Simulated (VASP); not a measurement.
Runs of VASP 6.6.1 on SiO2. The structure is that of space group I-42d (No. 122), or close to it. The cells are those of the table. 

| task | cell | gap on the mesh (eV) | pressure (GPa) | largest force (eV/Å) |
| --- | --- | --- | --- | --- |
| single point | a = 5.097 Å, angles 122.7, 122.7, 85.5°, 6 atoms | 5.66 | -5.5 | 0.61 |
| electric field gradients | a = 5.095 Å, angles 123.7, 123.7, 83.8°, 6 atoms | 5.76 | -2.7 | 0.35 |
| electric field gradients | a = 5.074 Å, angles 123.0, 123.0, 84.9°, 6 atoms | (a) | -2.7 | 0.38 |
| single point | a = 5.062 Å, angles 123.7, 123.7, 83.8°, 6 atoms | 5.90 | (c) | 0.12 |
| single point | a = 5.046 Å, angles 123.7, 123.7, 83.8°, 6 atoms | 5.97 | (b) | 0.01 |

Alike in all rows: level PBE; potentials or basis VASP PAW PBE potentials, release 64 (Si, O); no spin polarisation; k mesh 7 × 7 × 7; cutoff (eV) 520; smearing fermi-dirac 0.03 eV.

Q: Fill in the values left out.

A: (a) 5.79; (b) 2.0; (c) 0.3.

Caveats: an odd mesh through Γ misses points on the zone boundary, where band edges can lie; the cell stands under tension (at least some runs).
